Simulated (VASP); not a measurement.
# AlNi (WC type) (P-6m2) in VASP: notebook

AlNi (WC type) is run at these levels: PBE; tasks: relaxation of cell and atoms.

Everything below comes from runs of VASP 6.6.1. Logs are shortened: lines on timing, memory, paths and dates and some standing lists are left out, and cuts for length are marked.

**1. The cell of the first run**

The structure is hexagonal, space group P-6m2 (No. 187). Conventional cell: a = 2.550 Å, b = 2.550 Å, c = 3.641 Å, α = 90.00°, β = 90.00°, γ = 120.00°. Within 3.1 Å of Ni (site symmetry -6m2) lie 6 Al at 2.34 Å and 6 Ni at 2.55 Å. Within 3.1 Å of Al (site symmetry -6m2) lie 6 Ni at 2.34 Å and 6 Al at 2.55 Å.

**2. Relaxation of cell and atoms, PBE, target pressure 46 GPa, at which the enthalpy is minimised**

Input file INCAR:

```
  ALGO = Normal
  EDIFF = 1E-6
  EDIFFG = -0.005
  ENCUT = 600
  GGA = PE
  IBRION = 2
  ISIF = 3
  ISMEAR = -1
  LASPH = True
  LCHARG = False
  LREAL = False
  LWAVE = False
  NELM = 60
  NSW = 32
  PREC = Accurate
  PSTRESS = 460.0
  SIGMA = 0.08
```

Input file KPOINTS:

```
k-points
0
Gamma
  15 15 13
```

Input file POSCAR:

```
AlNi
1.0
    2.5496541937      0.0000000000      0.0000000000
   -1.2748270969      2.2080653026      0.0000000000
    0.0000000000      0.0000000000      3.6405264579
Ni Al
1 1
Direct
    0.0000000000      0.0000000000      0.0000000000
    0.3333333333      0.6666666667      0.5000000000
```

Potentials or basis: VASP PAW PBE potentials, release 64 (Ni, Al).

Command:

```console
$ cat potpaw_PBE.64/Ni/POTCAR potpaw_PBE.64/Al/POTCAR > POTCAR
$ mpirun -np 1 vasp_std > vasp.out
```

OUTCAR:

```text
EDIFF = 1E-6
   EDIFFG = -0.005
   ENCUT = 600
   GGA = PE
   IBRION = 2
   ISIF = 3
   ISMEAR = -1
   LASPH = True
   LREAL = False
   NELM = 60
   NSW = 32
   PREC = Accurate
   PSTRESS = 460.0

 ion  position               nearest neighbor table
   1  0.000  0.000  0.000-   2 2.34   2 2.34   2 2.34   2 2.34   2 2.34   2 2.34
   2  0.333  0.667  0.500-   1 2.34   1 2.34   1 2.34   1 2.34   1 2.34   1 2.34

  LATTYP: Found a hexagonal cell.
 ALAT       =     2.5496541937
 C/A-ratio  =     1.4278510658

  Lattice vectors:

 A1 = (   2.5496541937,   0.0000000000,   0.0000000000)
 A2 = (  -1.2748270969,   2.2080653026,   0.0000000000)
 A3 = (   0.0000000000,   0.0000000000,   3.6405264579)

Analysis of symmetry for initial positions (statically):
=====================================================================
 Subroutine PRICEL returns:
 Original cell was already a primitive cell.

 Routine SETGRP: Setting up the symmetry group for a
 hexagonal supercell.

 Subroutine GETGRP returns: Found 12 space group operations
 (whereof 12 operations were pure point group operations)
 out of a pool of 24 trial point group operations.

The static configuration has the point symmetry D_3h.

Analysis of symmetry for dynamics (positions and initial velocities):
=====================================================================
 Subroutine PRICEL returns:
 Original cell was already a primitive cell.

 Routine SETGRP: Setting up the symmetry group for a
 hexagonal supercell.

 Subroutine GETGRP returns: Found 12 space group operations
 (whereof 12 operations were pure point group operations)
 out of a pool of 24 trial point group operations.

The dynamic configuration has the point symmetry D_3h.

 Subroutine INISYM returns: Found 12 space group operations
 (whereof 12 operations are pure point group operations),
 and found     1 'primitive' translations

----------------------------------------------------------------------------------------

                                     Primitive cell

  volume of cell :      20.4954

  direct lattice vectors                    reciprocal lattice vectors
     2.549654194  0.000000000  0.000000000     0.392210050  0.226442578  0.000000000
    -1.274827097  2.208065303  0.000000000     0.000000000  0.452885156  0.000000000
     0.000000000  0.000000000  3.640526458     0.000000000  0.000000000  0.274685547

  length of vectors
     2.549654194  2.549654194  3.640526458     0.452885156  0.452885156  0.274685547

  position of ions in fractional coordinates (direct lattice)
     0.000000000  0.000000000  0.000000000
     0.333333333  0.666666667  0.500000000

  ion indices of the primitive-cell ions
   primitive index   ion index
                 1           1
                 2           2

----------------------------------------------------------------------------------------

 KPOINTS: k-points

Automatic generation of k-mesh.
 Grid dimensions read from file:
 generate k-points for:   15   15   13

 Generating k-lattice:

  Cartesian coordinates                     Fractional coordinates (reciprocal lattice)
     0.026147337  0.015096172  0.000000000     0.066666667  0.000000000  0.000000000
     0.000000000  0.030192344  0.000000000     0.000000000  0.066666667  0.000000000
     0.000000000  0.000000000  0.021129657     0.000000000  0.000000000  0.076923077

  Length of vectors
     0.030192344  0.030192344  0.021129657

  Shift w.r.t. Gamma in fractional coordinates (k-lattice)
     0.000000000  0.000000000  0.000000000

 Subroutine IBZKPT returns following result:
 ===========================================

 Found    189 irreducible k-points:

 Following reciprocal coordinates:
            Coordinates               Weight
  0.000000  0.000000  0.000000      1.000000
  0.066667 -0.000000  0.000000      6.000000
  0.133333 -0.000000  0.000000      6.000000
  0.200000 -0.000000  0.000000      6.000000
  0.266667 -0.000000  0.000000      6.000000
  0.333333  0.000000  0.000000      6.000000
[... 16 lines left out ...]
  0.333333  0.200000  0.000000     12.000000
  0.400000  0.200000  0.000000      6.000000
 [... further k-points ...]
   k-points           NKPTS =    189   k-points in BZ     NKDIM =    189   number of bands    NBANDS=     10
   number of dos      NEDOS =    301   number of ions     NIONS =      2
   total plane-waves  NPLWV =  12000
   dimension x,y,z NGX =    20 NGY =   20 NGZ =   30
   dimension x,y,z NGXF=    40 NGYF=   40 NGZF=   60
   ions per type =               1   1
   NGX,Y,Z   is equivalent  to a cutoff of  13.04, 13.04, 13.70 a.u.
   NGXF,Y,Z  is equivalent  to a cutoff of  26.08, 26.08, 27.40 a.u.
 SYSTEM =  unknown system
   PREC   = accura    normal or accurate (medium, high low for compatibility)
   ISTART =      0    job   : 0-new  1-cont  2-samecut
   ICHARG =      2    charge: 1-file 2-atom 10-const
   ISPIN  =      1    spin polarized calculation?
   LNONCOLLINEAR =      F non collinear calculations
   LSORBIT =      F    spin-orbit coupling
   LASPH  =      T    aspherical Exc in radial PAW
   ENCUT  =  600.0 eV  44.10 Ry    6.64 a.u.   5.09  5.09  7.27*2*pi/ulx,y,z
   NELM   =     60;   NELMIN=  2; NELMDL= -5     # of ELM steps
   EDIFF  = 0.1E-05   stopping-criterion for ELM
   LREAL  =      F    real-space projection
   EDIFFG = -.5E-02   stopping-criterion for IOM
   NSW    =     32    number of steps for IOM
   IBRION =      2    ionic relax: 0-MD 1-quasi-New 2-CG
   NFREE  =      1    steps in history (QN), initial steepest desc. (CG)
   ISIF   =      3    stress and relaxation
   ISYM   =      2    0-nonsym 1-usesym 2-fastsym
   POTIM  = 0.5000    time-step for ionic-motion
   TEBEG  =    0.0;   TEEND  =   0.0 temperature during run
   PSTRESS=  460.0 pullay stress
   NELECT =      13.0000    total number of electrons
   NUPDOWN=      -1.0000    fix difference up-down
   EMIN   =  10.00;   EMAX   =-10.00  energy-range for DOS
   EFERMI =   0.00;   METHOD = LEGACY
   ISMEAR =    -1;   SIGMA  =   0.08  broadening in eV -4-tet -1-fermi 0-gaus
   EFERMI_NEDOS =   21; number of points for ismear=-14 and -15
   IALGO  =     38    algorithm
   IMIX   =      4    mixing-type and parameters
     AMIX     =   0.40;   BMIX     =  1.00
     AMIX_MAG =   1.60;   BMIX_MAG =  1.00
  volume/ion in A,a.u.               =      10.25        69.16
  Fermi-wavevector in a.u.,A,eV,Ry     =   1.406599  2.658086 26.919390  1.978519
  Thomas-Fermi vector in A             =   2.528943
   LORBIT       =      0    0 simple, 1 ext, 2 COOP (PROOUT), +10 PAW based schemes
   GGA     = PE    functional components
   LHFCALC =     F    Hartree Fock is set to
   AEXX    =    0.0000 exact exchange contribution
   IVDW    =     0    specifies the selected vdW correction
   LEPSILON=     F    determine dielectric tensor
   LRPA    =     F    only Hartree local field effects (RPA)
 conjugate gradient relaxation of ions
 non-spin polarized calculation
  energy-cutoff  :      600.00
  volume of cell :       20.50
 maximum number of plane-waves:       699
   NGX = 11   NGY = 11   NGZ = 15

--------------------------------------- Ionic step        1  -------------------------------------------

 number of electron      12.9999993 magnetization

 Free energy of the ion-electron system (eV)
  ---------------------------------------------------
  ext. energy  EPLUGINS =         0.00000000
  ---------------------------------------------------
  free energy    TOTEN  =        -9.60943094 eV

  energy without entropy =       -9.59491429  energy(sigma->0) =       -9.60217261

------------------------ aborting loop because EDIFF is reached ----------------------------------------

  FORCE on cell =-STRESS in cart. coord.  units (eV):
  Direction    XX          YY          ZZ          XY          YZ          ZX
  --------------------------------------------------------------------------------------
  -------------------------------------------------------------------------------------
  Total        5.8617883      5.8617883      5.8356917     -0.0000000      0.0000000      0.0000000
  in kB      458.2297971    458.2297971    456.1897656     -0.0000000      0.0000000      0.0000000
  external PRESSURE =      -2.4502134 kB  Pullay stress =     460.0000000 kB
[... 93 lines left out ...]
  FREE ENERGIE OF THE ION-ELECTRON SYSTEM (eV)
  ---------------------------------------------------
  free  energy   TOTEN  =        -9.6059111449 eV

  energy  without entropy=       -9.5914119487  energy(sigma->0) =       -9.59866155

  enthalpy is  TOTEN    =        -3.7250040954 eV   P V=        5.8809070495

[... ionic steps 4 to 11 ...]

--------------------------------------- Ionic step       12  -------------------------------------------

 number of electron      12.9999993 magnetization

------------------------ aborting loop because EDIFF is reached ----------------------------------------

  FORCE on cell =-STRESS in cart. coord.  units (eV):
  Direction    XX          YY          ZZ          XY          YZ          ZX
  --------------------------------------------------------------------------------------
  -------------------------------------------------------------------------------------
  Total        5.8950584      5.8950584      5.8811556     -0.0000000      0.0000000      0.0000000
  in kB      461.1148107    461.1148107    460.0273201     -0.0000000      0.0000000      0.0000000
  external PRESSURE =       0.7523138 kB  Pullay stress =     460.0000000 kB
[... 61 lines left out ...]
  enthalpy is  TOTEN    =        -3.7250047945 eV   P V=        5.8811158952

--------------------------------------- Ionic step       14  -------------------------------------------

 number of electron      12.9999993 magnetization

 Free energy of the ion-electron system (eV)
  ---------------------------------------------------
  ext. energy  EPLUGINS =         0.00000000
  ---------------------------------------------------
  free energy    TOTEN  =        -9.60704481 eV

  energy without entropy =       -9.59255278  energy(sigma->0) =       -9.59979879

 E-fermi :  12.0902     XC(G=0): -12.8118

 val. band max:       12.0616561780   @ k =   0.2667   0.2000   0.3846
 cond. band min:      12.1217913377   @ k =   0.4000   0.1333   0.2308
 fundamental gap:      0.0601351597
 Fermi energy:        12.0901962954

 k-point     1 :       0.0000    0.0000    0.0000
  band No.  band energies     occupation
      1      -0.2670      2.00000
      2       7.4122      2.00000
      3       9.8299      2.00000
      4       9.8299      2.00000
      5      10.0206      2.00000
      6      10.4363      2.00000
      7      10.4363      2.00000
      8      15.3533      0.00000
      9      26.4423      0.00000
     10      26.4423      0.00000
[... 287 lines left out ...]
 k-point    24 :       0.4000    0.2000    0.0000
  band No.  band energies     occupation
      1       6.4307      2.00000
      2       7.6797      2.00000
      3       8.3318      2.00000
      4       8.3873      2.00000
      5       9.4351      2.00000
      6      11.6416      1.99269
      7      12.7912      0.00031
      8      15.4901      0.00000
      9      18.1680      0.00000
     10      21.0595      0.00000

 [... further k-points ...]

------------------------ aborting loop because EDIFF is reached ----------------------------------------

  FORCE on cell =-STRESS in cart. coord.  units (eV):
  Direction    XX          YY          ZZ          XY          YZ          ZX
  --------------------------------------------------------------------------------------
  -------------------------------------------------------------------------------------
  Total        5.8838204      5.8838204      5.8818293     -0.0000000      0.0000000      0.0000000
  in kB      460.1394051    460.1394051    459.9836948     -0.0000000      0.0000000      0.0000000
  external PRESSURE =       0.0875017 kB  Pullay stress =     460.0000000 kB
[... 17 lines left out ...]
  FREE ENERGIE OF THE ION-ELECTRON SYSTEM (eV)
  ---------------------------------------------------
  free  energy   TOTEN  =        -9.6070448090 eV

  energy  without entropy=       -9.5925527756  energy(sigma->0) =       -9.59979879

  enthalpy is  TOTEN    =        -3.7250070356 eV   P V=        5.8820377734

 reached required accuracy - stopping structural energy minimisation
```

Run time: 4.6 min. Hardware: 1 thread of Intel Xeon 8259CL, shared host; peak memory 0.19 GiB.

What came out:

| Item | Value |
| --- | --- |
| Free energy | -9.6070 eV |
| Relaxed volume | 10.24 Å³/atom |
| Relaxed cell | a = 2.550 Å, b = 2.550 Å, c = 3.639 Å, α = 90.00°, β = 90.00°, γ = 120.00° |
| Space group after relaxing (to 0.1 Å) | P-6m2 (No. 187) |
| Energy change on relaxing (the run minimises the enthalpy) | +1.2 meV/atom |
| Ionic steps | 14 |
| Pressure after relaxing | 46.0 GPa |
| Band gap on the k mesh | zero (an odd number of electrons rules out a gap without spin polarisation) |

Step by step:
```
step  energy change (eV)  largest force (eV/Å)  pressure (GPa)  volume (Å³)
   1              0.0000                0.0000           45.75        20.50
   2              0.0134                0.0000           46.63        20.45
   3              0.0035                0.0000           46.06        20.48
   4              0.0031                0.0000           46.04        20.48
   5              0.0028                0.0000           46.04        20.49
   6              0.0014                0.0000           45.96        20.49
   7              0.0026                0.0000           45.99        20.49
   8              0.0027                0.0000           46.32        20.49
   9              0.0027                0.0000           45.88        20.49
  10              0.0056                0.0000           46.18        20.48
  11              0.0041                0.0000           46.12        20.48
  12              0.0036                0.0000           46.08        20.48
  13              0.0033                0.0000           46.05        20.48
  14              0.0024                0.0000           46.01        20.49
```

Final structure:
```cif
data_structure
_symmetry_space_group_name_H-M 'P 1'
_symmetry_Int_Tables_number 1
_cell_length_a 2.5497
_cell_length_b 2.5497
_cell_length_c 3.6388
_cell_angle_alpha 90.000
_cell_angle_beta 90.000
_cell_angle_gamma 120.000
_cell_volume 20.49
loop_
_atom_site_label
_atom_site_type_symbol
_atom_site_fract_x
_atom_site_fract_y
_atom_site_fract_z
_atom_site_occupancy
Ni1 Ni 0.00000 0.00000 0.00000 1
Al1 Al 0.33333 0.66667 0.50000 1
```

Levels at points of the mesh, in eV from the Fermi level:
```csv
k point,band 3,band 4,band 5,band 6,band 7,band 8,band 9,band 10
"(0.00, 0.00, 0.00)",-2.26,-2.26,-2.07,-1.65,-1.65,3.26,14.35,14.35
```

Caveat: the cell is relaxed towards a set pressure, so the run minimises the enthalpy, not the energy. Spin polarisation is off, so any magnetic state and its effect on volume and gap are missing.

[end of part 1 of 2]

The gap in the log of VASP goes by the Fermi energy; the results here count the filled bands.